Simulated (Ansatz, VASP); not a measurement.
**One calculation of Al, two programs**

```
Al
1.0
     2.75838    0.00000    0.00000
    -1.37919    2.38882    0.00000
     0.00000    0.00000    9.81292
Al
4
Cartesian
  0.0000 0.0000 0.0000
  0.0000 1.5925 2.4532
  0.0000 0.0000 4.9065
  1.3792 0.7963 7.3597
```

Alike in both runs: task single point; functional PBE; dispersion D3(BJ); k mesh 18 × 18 × 6; occupations gaussian, width 0.15 eV; no spin polarisation.

|  | VASP | Ansatz |
| --- | --- | --- |
| version | VASP 6.6.1 | Ansatz 0.2.0 |
| potentials or method | VASP PAW PBE potentials, release 64 (Al), cutoff 520 eV | scalar-relativistic, plane waves, PAW |
| valence electrons in the cell | 12 | 12 |

```tsv
	VASP	Ansatz	Ansatz less VASP
gap on the k mesh at the Fermi level (eV)	none	none	-
pressure (GPa)	-0.8	-0.8	0.00
traceless stress, the component that is largest in VASP (GPa)	-4.10	-4.10	-0.006
```

A gap of «none» marks a metal or a gap that the smearing closes.
